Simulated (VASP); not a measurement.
The system is ZrFe5Co14.

```
CELL_PARAMETERS angstrom
6.04499 -0.05876 -0.22165
-0.05876 6.48541 -0.02456
-0.22165 -0.02456 6.07087
ATOMIC_POSITIONS crystal
Co 0.72367 0.11660 0.12675
Co 0.91294 0.59364 0.74086
Co 0.96105 0.96232 0.45186
Co 0.33662 0.40067 0.22058
Co 0.73180 0.40598 0.40063
Co 0.64590 0.45399 0.02813
Co 0.31976 0.84375 0.58114
Co 0.54148 0.73959 0.25202
Co 0.58246 0.90911 0.83120
Co 0.84546 0.75213 0.07442
Co 0.75720 0.21593 0.71461
Co 0.01338 0.93485 0.84039
Co 0.52018 0.08835 0.42995
Co 0.57225 0.55237 0.66039
Fe 0.15094 0.99806 0.15158
Fe 0.39019 0.21538 0.88148
Fe 0.29447 0.58242 0.93298
Fe 0.03021 0.35158 0.07744
Fe 0.15109 0.66307 0.31181
Zr 0.20359 0.34711 0.54820
```

Base run:

* Program: VASP 6.6.1
* Functional: PBE
* Potentials or basis: VASP PAW PBE potentials, release 64 (Co, Fe, Zr_sv)
* Cutoff: 400 eV
* k mesh: 1 × 1 × 1, shifted
* Occupations: fermi-dirac, width 0.2249 eV
* Spin: no spin polarisation

Its results: pressure 3.8 GPa; largest force 5.741 eV/Å.

Task: The run is repeated on the same cell with these changes: cutoff from 400 eV to 520 eV; further incar settings from LREAL = Auto; ALGO = Normal; EDIFF = 1e-06; NBANDS = 105; ISYM = -1 to LREAL = Auto; ALGO = Normal; EDIFF = 1e-06; NBANDS = 105; ISYM = 0. What comes out?

Result: Pressure 4.2 GPa; largest force 5.742 eV/Å.

Caveats: some runs use coarse meshes; the atoms stand as in a frame of molecular dynamics; the run has no spin polarisation, though such a crystal can be magnetic.
